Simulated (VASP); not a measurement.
**Fe: single point with PBE**

Crystal: Fe.

```
Fe
1.0
    -1.48919    1.48919    1.38196
     1.48919   -1.48919    1.38196
     1.48919    1.48919   -1.38196
Fe
1
Cartesian
  0.0000 0.0000 0.0000
```

This cell differs from its parent crystal: volume 12.259 Å^3 an atom, c/a of the conventional cell 0.9280.

```yaml
Program: VASP 6.6.1
Task: single point
Functional: PBE
Potentials_or_basis: VASP PAW PBE potentials, release 64 (Fe_sv)
Cutoff: 600 eV
k_mesh: 12 × 12 × 12
Occupations: gaussian, width 0.15 eV
Spin: collinear spin, ferromagnetic start
Starting_moments: "[2.44] μB"
Dipole_correction: no
Second_run: valence_matched
Further_INCAR_settings: ALGO = Normal; EDIFF = 1e-06; NBANDS = 18
```

The pressure is -13.4 GPa, the net moment is 2.39 μB per cell and the site moments are Fe +2.39 μB. The valence electrons inside the program's atomic spheres are Fe 13.71.

Stress tensor (GPa, compression positive):
```
-15.86   0.00   0.00
  0.00 -15.86   0.00
  0.00   0.00  -8.41
```

Levels at points of the mesh, in eV from the Fermi level:
Spin up:
```csv
k point,band 6,band 7,band 8,band 9,band 10,band 11,band 12,band 13
"(0.00, 0.00, 0.00)",-2.44,-2.08,-2.08,-1.33,-0.96,23.11,23.11,24.96
"(0.50, 0.00, 0.00)",-3.33,-1.14,-0.68,0.20,0.65,6.92,16.96,18.15
"(0.50, 0.50, 0.00)",-2.86,-1.33,-1.10,0.06,0.12,6.14,18.57,20.41
"(0.50, 0.50, 0.50)",-4.40,-0.10,-0.10,0.06,8.37,8.37,11.19,14.10
```
Spin down:
```csv
k point,band 5,band 6,band 7,band 8,band 9,band 10
"(0.00, 0.00, 0.00)",-7.92,-0.42,0.13,0.13,1.45,2.05
"(0.50, 0.00, 0.00)",-3.19,-1.45,0.74,1.72,2.19,2.65
"(0.50, 0.50, 0.00)",-3.27,-0.84,0.12,1.26,1.91,2.64
"(0.50, 0.50, 0.50)",-2.61,-2.48,2.38,2.38,2.42,8.65
```

Wall time 83 s on 1 thread of AMD EPYC 9R45 (Zen 5), with other jobs on the host, peak memory 0.14 GiB.
